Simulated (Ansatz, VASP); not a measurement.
**Hg in VASP and in Ansatz**

```
Hg
1.0
     1.69498    0.97860    2.18878
    -1.69498    0.97860    2.18878
     0.00000   -1.95720    2.18878
Hg
1
Direct
  0.00000 0.00000 0.00000
```

Change from the starting cell: volume scaled by 0.9405, PAW files.

Alike in both runs: task electric field gradients; functional PBE; k mesh 12 × 12 × 12; occupations fermi-dirac, width 0.03 eV; no spin polarisation.

```csv
,VASP,Ansatz
version,VASP 6.6.1,Ansatz 0.2.0
potentials or method,"VASP PAW PBE potentials, release 64 (Hg)","PAW with Ansatz's default frozen-core files, scalar-relativistic"
plane-wave cutoff (eV),520,420
valence electrons in the cell,12,20
```

```csv
,VASP,Ansatz,Ansatz less VASP
pressure (GPa),11.0,10.4,-0.61
"traceless stress, the component that is largest in VASP (GPa)",2.14,1.90,-0.234
size of Vzz on the site where it differs most (V/Å²),168.7,141.4,-27.36
```

VASP's potentials hold 12 valence electrons a cell and Ansatz's 20, so a difference there can come from the potentials and not from the codes.

Spin-orbit coupling is off throughout.
